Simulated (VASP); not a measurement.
Wanted: the native input for a VASP 6.6.1 run.

| Property | Result |
| --- | --- |
| Task | single point |
| Functional | PBEsol |
| Potentials or basis | VASP PAW PBE potentials, release 64 (Sn_d, H) |
| Cutoff | 520 eV |
| k mesh | 8 × 8 × 8 |
| Occupations | gaussian, width 0.1 eV |
| Spin | no spin polarisation |
| Dipole correction | no |
| Further INCAR settings | ALGO = Normal; EDIFF = 1e-06; NBANDS = 15 |

The structure of SnH2 lies in POSCAR:

```
SnH2
1.0
   -1.9383276998      1.9383276998      2.3954310722
    1.9383276998     -1.9383276998      2.3954310722
    1.9383276998      1.9383276998     -2.3954310722
Sn H
1 2
Direct
    0.0000000000      0.0000000000      0.0000000000
    0.7500000000      0.2500000000      0.5000000000
    0.2500000000      0.7500000000      0.5000000000
```

One way to write it, as run:

INCAR

```
SYSTEM = SnH2
  PREC = Accurate
  ENCUT = 520
  EDIFF = 1E-6
  ISMEAR = 0
  SIGMA = 0.1
  LREAL = .False.
  LASPH = .True.
  NELM = 80
  ALGO = Normal
  ISIF = 2
  LWAVE = .False.
  LCHARG = .False.
  GGA = PS
  NBANDS = 15
```

KPOINTS

```
regular mesh
0
Gamma
  8 8 8
  0 0 0
```

Potentials or basis: VASP PAW PBE potentials, release 64 (Sn_d, H).

Command:

```sh
$ cat potpaw_PBE.64/Sn_d/POTCAR potpaw_PBE.64/H/POTCAR > POTCAR
$ mpirun -np 1 vasp_std > vasp.out
```

Results of the run:

```yaml
Pressure: -0.2 GPa
Band_gap_on_the_k_mesh: zero (band 8 reaches 11.03 eV, above the bottom of band 9 at 4.89 eV)
```

Caveat: the PAW data sets were made with another functional, which shifts forces and pressure a little; spin-orbit coupling is left out, which moves the levels of the heavy elements.

Run time: 21 s on 1 thread of AMD EPYC 9R45 96-Core Processor (Zen 5) (shared host), peak memory 0.14 GiB.
